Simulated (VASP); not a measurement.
HgS: single point with RPBE

The system is HgS.

```
CELL_PARAMETERS angstrom
0.00000 3.01792 3.01792
3.01792 0.00000 3.01792
3.01792 3.01792 0.00000
ATOMIC_POSITIONS crystal
Hg 0.00000 0.00000 0.00000
S 0.75000 0.75000 0.75000
```

This cell differs from its parent crystal: volume scaled by 0.98.

* Program: VASP 6.6.1
* Task: single point
* Functional: RPBE
* Potentials or basis: VASP PAW PBE potentials, release 64 (Hg, S)
* Cutoff: 500 eV
* k mesh: 8 × 8 × 8
* Occupations: gaussian, width 0.05 eV
* Spin: no spin polarisation
* Dipole correction: no
* Further INCAR settings: ALGO = Normal; EDIFF = 1e-06; NBANDS = 16

```yaml
Pressure: 1.1 GPa
Band_gap_on_the_k_mesh: zero (filled and empty bands touch)
```

Levels at points of the mesh, in eV from the Fermi level:
```csv
k point,band 6,band 7,band 8,band 9,band 10,band 11,band 12,band 13
"(0.00, 0.00, 0.00)",-5.85,-0.45,-0.02,-0.02,-0.02,6.20,6.20,6.20
"(0.50, 0.00, 0.00)",-5.51,-4.84,-0.82,-0.82,1.64,6.88,6.88,6.94
"(0.50, 0.50, 0.00)",-5.48,-4.44,-1.95,-1.95,3.13,3.79,8.66,9.92
```

Wall time 30 s on 1 thread of Intel Xeon 8259CL, with other jobs on the host, peak memory 0.18 GiB.

Caveat: the PAW data sets were made with another functional, which shifts forces and pressure a little; spin-orbit coupling is left out, which moves the levels of the heavy elements.
